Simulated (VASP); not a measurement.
Here is a VASP 6.6.1 calculation.

Contents of INCAR:

```
PREC = Accurate ; ENCUT = 520
EDIFF = 1E-7 ; ISMEAR = -1
SIGMA = 0.05 ; LREAL = False
LASPH = True ; NELM = 60
ALGO = Normal ; ISIF = 2
LWAVE = False ; LCHARG = False
GGA = PE ; NBANDS = 15
```

KPOINTS

```
regular mesh
0
Gamma
  12 12 12
```

Contents of POSCAR:

```
BaS
1.0
    0.0000000000      3.2130451005      3.2130451005
    3.2130451005      0.0000000000      3.2130451005
    3.2130451005      3.2130451005      0.0000000000
Ba S
1 1
Direct
    0.0000000000      0.0000000000      0.0000000000
    0.5000000000      0.5000000000      0.5000000000
```

Potentials or basis: VASP PAW PBE potentials, release 64 (Ba_sv, S).

Run with:

```bash
$ cat potpaw_PBE.64/Ba_sv/POTCAR potpaw_PBE.64/S/POTCAR > POTCAR
$ mpirun -np 1 vasp_std > vasp.out
```

Estimate the band gap on the k mesh.

2.14 eV, indirect (least direct gap 2.28 eV).

Estimate the pressure.

0.6 GPa.

Caveat: spin-orbit coupling is left out, which moves the levels of the heavy elements. PBE gaps usually lie below the measured ones, often by a third to a half.
